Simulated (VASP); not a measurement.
# Ga3Sb (I4/mmm) in VASP: a series of runs, part 2 of 2

VASP 6.6.1. Earlier steps stand in the parts before.

## (3) Single point, PBE+D3(BJ) (20.88 Å³/atom)

File INCAR:

```
SYSTEM = Ga3Sb
  ALGO = Fast
  EDIFF = 1E-6
  ENCUT = 520
  GGA = PE
  ISIF = 2
  ISMEAR = 0
  IVDW = 12
  LASPH = .True.
  LCHARG = .False.
  LREAL = .False.
  LWAVE = .False.
  NBANDS = 30
  NELM = 100
  PREC = Accurate
  SIGMA = 0.15
```

File KPOINTS:

```
k-points
0
Gamma
  14 14 14
  0 0 0
```

File POSCAR:

```
Ga3Sb
1.0
   -2.1798437558      2.1798437558      4.3939110586
    2.1798437558     -2.1798437558      4.3939110586
    2.1798437558      2.1798437558     -4.3939110586
Ga Sb
3 1
Direct
    0.7500000000      0.2500000000      0.5000000000
    0.2500000000      0.7500000000      0.5000000000
    0.5000000000      0.5000000000      0.0000000000
    0.0000000000      0.0000000000      0.0000000000
```

Potentials or basis: VASP PAW PBE potentials, release 64 (Ga_d, Sb).

Launch:

```bash
$ cat potpaw_PBE.64/Ga_d/POTCAR potpaw_PBE.64/Sb/POTCAR > POTCAR
$ mpirun -np 1 vasp_std > vasp.out
```

OUTCAR:

```text
SYSTEM = Ga3Sb
   EDIFF = 1E-6
   ENCUT = 520
   GGA = PE
   ISIF = 2
   ISMEAR = 0
   IVDW = 12
   LASPH = .True.
   LREAL = .False.
   NELM = 100
   PREC = Accurate
 IVDW          = 12

 ion  position               nearest neighbor table
   1  0.750  0.250  0.500-   4 3.09   4 3.09   4 3.09   4 3.09
   2  0.250  0.750  0.500-   4 3.09   4 3.09   4 3.09   4 3.09
   3  0.500  0.500  0.000-   4 3.08   4 3.08   4 3.08   4 3.08
   4  0.000  0.000  0.000-   3 3.08   3 3.08   3 3.08   3 3.08   2 3.09   1 3.09   2 3.09   2 3.09
                             1 3.09   1 3.09   2 3.09   1 3.09

  LATTYP: Found a body centered tetragonal cell.
 ALAT       =     4.3596875116
 C/A-ratio  =     2.0157000000

  Lattice vectors:

 A1 = (  -2.1798437558,   2.1798437558,   4.3939110586)
 A2 = (   2.1798437558,  -2.1798437558,   4.3939110586)
 A3 = (   2.1798437558,   2.1798437558,  -4.3939110586)

Analysis of symmetry for initial positions (statically):
=====================================================================
 Subroutine PRICEL returns:
 Original cell was already a primitive cell.

 Routine SETGRP: Setting up the symmetry group for a
 body centered tetragonal supercell.

 Subroutine GETGRP returns: Found 16 space group operations
 (whereof 16 operations were pure point group operations)
 out of a pool of 16 trial point group operations.

The static configuration has the point symmetry D_4h.

Analysis of symmetry for dynamics (positions and initial velocities):
=====================================================================
 Subroutine PRICEL returns:
 Original cell was already a primitive cell.

 Routine SETGRP: Setting up the symmetry group for a
 body centered tetragonal supercell.

 Subroutine GETGRP returns: Found 16 space group operations
 (whereof 16 operations were pure point group operations)
 out of a pool of 16 trial point group operations.

The dynamic configuration has the point symmetry D_4h.

 Subroutine INISYM returns: Found 16 space group operations
 (whereof 16 operations are pure point group operations),
 and found     1 'primitive' translations

----------------------------------------------------------------------------------------

                                     Primitive cell

  volume of cell :      83.5145

  direct lattice vectors                    reciprocal lattice vectors
    -2.179843756  2.179843756  4.393911059     0.000000000  0.229374238  0.113793837
     2.179843756 -2.179843756  4.393911059     0.229374238  0.000000000  0.113793837
     2.179843756  2.179843756 -4.393911059     0.229374238  0.229374238  0.000000000

  length of vectors
     5.367484699  5.367484699  5.367484699     0.256049953  0.256049953  0.324384158

  position of ions in fractional coordinates (direct lattice)
     0.750000000  0.250000000  0.500000000
     0.250000000  0.750000000  0.500000000
     0.500000000  0.500000000  0.000000000
     0.000000000  0.000000000  0.000000000

  ion indices of the primitive-cell ions
   primitive index   ion index
                 1           1
                 2           2
                 3           3
                 4           4

[... 26 lines left out ...]
 Following reciprocal coordinates:
            Coordinates               Weight
  0.000000  0.000000  0.000000      1.000000
  0.071429  0.000000 -0.000000      8.000000
  0.142857  0.000000 -0.000000      8.000000
  0.214286  0.000000 -0.000000      8.000000
  0.285714  0.000000  0.000000      8.000000
  0.357143  0.000000 -0.000000      8.000000
[... 16 lines left out ...]
  0.214286  0.142857 -0.000000     16.000000
  0.285714  0.142857 -0.000000     16.000000
 [... further k-points ...]
   k-points           NKPTS =    244   k-points in BZ     NKDIM =    244   number of bands    NBANDS=     30
   number of dos      NEDOS =    301   number of ions     NIONS =      4
   total plane-waves  NPLWV =  64000
   dimension x,y,z NGX =    40 NGY =   40 NGZ =   40
   dimension x,y,z NGXF=    80 NGYF=   80 NGZF=   80
   ions per type =               3   1
   NGX,Y,Z   is equivalent  to a cutoff of  12.39, 12.39, 12.39 a.u.
   NGXF,Y,Z  is equivalent  to a cutoff of  24.78, 24.78, 24.78 a.u.
 SYSTEM =  Ga3Sb
   PREC   = accura    normal or accurate (medium, high low for compatibility)
   ISTART =      0    job   : 0-new  1-cont  2-samecut
   ICHARG =      2    charge: 1-file 2-atom 10-const
   ISPIN  =      1    spin polarized calculation?
   LNONCOLLINEAR =      F non collinear calculations
   LSORBIT =      F    spin-orbit coupling
   LASPH  =      T    aspherical Exc in radial PAW
   ENCUT  =  520.0 eV  38.22 Ry    6.18 a.u.   9.98  9.98  9.98*2*pi/ulx,y,z
   NELM   =    100;   NELMIN=  2; NELMDL= -5     # of ELM steps
   EDIFF  = 0.1E-05   stopping-criterion for ELM
   LREAL  =      F    real-space projection
   EDIFFG = 0.1E-04   stopping-criterion for IOM
   NSW    =      0    number of steps for IOM
   IBRION =     -1    ionic relax: 0-MD 1-quasi-New 2-CG
   NFREE  =      0    steps in history (QN), initial steepest desc. (CG)
   ISIF   =      2    stress and relaxation
   ISYM   =      2    0-nonsym 1-usesym 2-fastsym
   POTIM  = 0.5000    time-step for ionic-motion
   TEBEG  =    0.0;   TEEND  =   0.0 temperature during run
   PSTRESS=    0.0 pullay stress
   NELECT =      44.0000    total number of electrons
   NUPDOWN=      -1.0000    fix difference up-down
   EMIN   =  10.00;   EMAX   =-10.00  energy-range for DOS
   EFERMI =   0.00;   METHOD = LEGACY
   ISMEAR =     0;   SIGMA  =   0.15  broadening in eV -4-tet -1-fermi 0-gaus
   EFERMI_NEDOS =   21; number of points for ismear=-14 and -15
   IALGO  =     68    algorithm
   IMIX   =      4    mixing-type and parameters
     AMIX     =   0.40;   BMIX     =  1.00
     AMIX_MAG =   1.60;   BMIX_MAG =  1.00
  volume/ion in A,a.u.               =      20.88       140.90
  Fermi-wavevector in a.u.,A,eV,Ry     =   1.322224  2.498641 23.786746  1.748277
  Thomas-Fermi vector in A             =   2.451921
   LORBIT       =      0    0 simple, 1 ext, 2 COOP (PROOUT), +10 PAW based schemes
   GGA     = PE    functional components
   LHFCALC =     F    Hartree Fock is set to
   AEXX    =    0.0000 exact exchange contribution
   IVDW    =    12    specifies the selected vdW correction
   LEPSILON=     F    determine dielectric tensor
   LRPA    =     F    only Hartree local field effects (RPA)
 non-spin polarized calculation
 RMM-DIIS sequential band-by-band and
 Gauss-broadening in eV      SIGMA  =   0.15
  energy-cutoff  :      520.00
  volume of cell :       83.51
 maximum number of plane-waves:      2280
   NGX = 19   NGY = 19   NGZ = 19

 number of electron      44.0000001 magnetization

 Free energy of the ion-electron system (eV)
  ---------------------------------------------------
  ext. energy  EPLUGINS =         0.00000000
  ---------------------------------------------------
  free energy    TOTEN  =       -12.54151177 eV

  energy without entropy =      -12.52141944  energy(sigma->0) =      -12.53146560

 E-fermi :   6.5455     XC(G=0): -10.7553

 val. band max:        6.5395324046   @ k =   0.4286   0.2143  -0.0000
 cond. band min:       6.5462934396   @ k =   0.5000   0.5000   0.2857
 fundamental gap:      0.0067610350
 Fermi energy:         6.5454894230

 k-point     1 :       0.0000    0.0000    0.0000
  band No.  band energies     occupation
      1      -8.4293      2.00000
      2      -8.3882      2.00000
      3      -8.3727      2.00000
      4      -8.3349      2.00000
      5      -8.3349      2.00000
      6      -8.3303      2.00000
[... 781 lines left out ...]
     29      11.7508      0.00000
     30      14.2962      0.00000

 [... further k-points ...]

------------------------ aborting loop because EDIFF is reached ----------------------------------------

 Edisp (eV)   -1.42768

 E8    (eV) :    -0.6630

  FORCE on cell =-STRESS in cart. coord.  units (eV):
  Direction    XX          YY          ZZ          XY          YZ          ZX
  --------------------------------------------------------------------------------------
  -------------------------------------------------------------------------------------
  Total      -0.02691    -0.02691    -0.05326     0.00000    -0.00000     0.00000
  in kB      -0.51623    -0.51623    -1.02178     0.00000    -0.00000     0.00000
  external pressure =       -0.68 kB  Pullay stress =        0.00 kB

 VOLUME and BASIS-vectors are now :
 -----------------------------------------------------------------------------
  energy-cutoff  :      520.00
  volume of cell :       83.51
      direct lattice vectors                 reciprocal lattice vectors
    -2.179843756  2.179843756  4.393911059     0.000000000  0.229374238  0.113793837
     2.179843756 -2.179843756  4.393911059     0.229374238  0.000000000  0.113793837
     2.179843756  2.179843756 -4.393911059     0.229374238  0.229374238  0.000000000

 POSITION                                       TOTAL-FORCE (eV/Angst)
 -----------------------------------------------------------------------------------
      0.00000      2.17984      2.19696        -0.000000     -0.000000      0.000000
      2.17984      0.00000      2.19696         0.000000     -0.000000     -0.000000
      0.00000      0.00000      4.39391        -0.000000      0.000000      0.000000
      0.00000      0.00000      0.00000        -0.000000      0.000000      0.000000
 -----------------------------------------------------------------------------------
    total drift:                               -0.000000     -0.000000      0.000000

  FREE ENERGIE OF THE ION-ELECTRON SYSTEM (eV)
  ---------------------------------------------------
  free  energy   TOTEN  =       -13.9691908745 eV

  energy  without entropy=      -13.9490985498  energy(sigma->0) =      -13.95914471
```

OSZICAR:

```text
N       E                     dE             d eps       ncg     rms          rms(c)
DAV:   1     0.298069150250E+03    0.29807E+03   -0.20742E+04 14954   0.239E+03
DAV:   2     0.237526763162E+02   -0.27432E+03   -0.26672E+03 15018   0.503E+02
DAV:   3    -0.114319338434E+02   -0.35185E+02   -0.34369E+02 16960   0.136E+02
DAV:   4    -0.125748755175E+02   -0.11429E+01   -0.11364E+01 16988   0.262E+01
DAV:   5    -0.126048829649E+02   -0.30007E-01   -0.29995E-01 18978   0.427E+00    0.265E+00
RMM:   6    -0.125558313680E+02    0.49052E-01   -0.94491E-02 19306   0.299E+00    0.149E+00
RMM:   7    -0.125422228343E+02    0.13609E-01   -0.43527E-02 19838   0.152E+00    0.180E-01
RMM:   8    -0.125414547117E+02    0.76812E-03   -0.43933E-03 21035   0.644E-01    0.780E-02
RMM:   9    -0.125414986485E+02   -0.43937E-04   -0.76129E-04 23717   0.236E-01    0.530E-02
RMM:  10    -0.125415098321E+02   -0.11184E-04   -0.13774E-04 24280   0.872E-02    0.712E-03
RMM:  11    -0.125415112795E+02   -0.14474E-05   -0.25912E-05 20739   0.479E-02    0.241E-03
RMM:  12    -0.125415117653E+02   -0.48582E-06   -0.82203E-06 16263   0.204E-02
   1 F= -.13969191E+02 E0= -.13959145E+02  d E =-.200923E-01
```

stdout:

```text
POSCAR found type information on POSCAR GaSb
 POSCAR found :  2 types and       4 ions
 scaLAPACK will be used
 LDA part: xc-table for (Slater+PW92), standard interpolation
 POSCAR, INCAR and KPOINTS ok, starting setup
 FFT: planning ... GRIDC
 FFT: planning ... GRID_SOFT
 FFT: planning ... GRID
 WAVECAR not read
 entering main loop
WARNING in EDDRMM: call to ZHEGV failed, returncode =   8  4     28
```

Run time: 11 min. Hardware: 1 thread of Intel Xeon Platinum 8259CL at 2.50GHz (Skylake/Cascade Lake), shared host; peak memory 0.62 GiB.

Results:

- Free energy: -13.9692 eV
- Pressure: -0.1 GPa
- Band gap on the k mesh: zero (bands 22 and 23 overlap by 4.70 eV)
- Dispersion energy per atom: -0.357 eV

Caveat: spin-orbit coupling is left out, which moves the levels of the heavy elements.
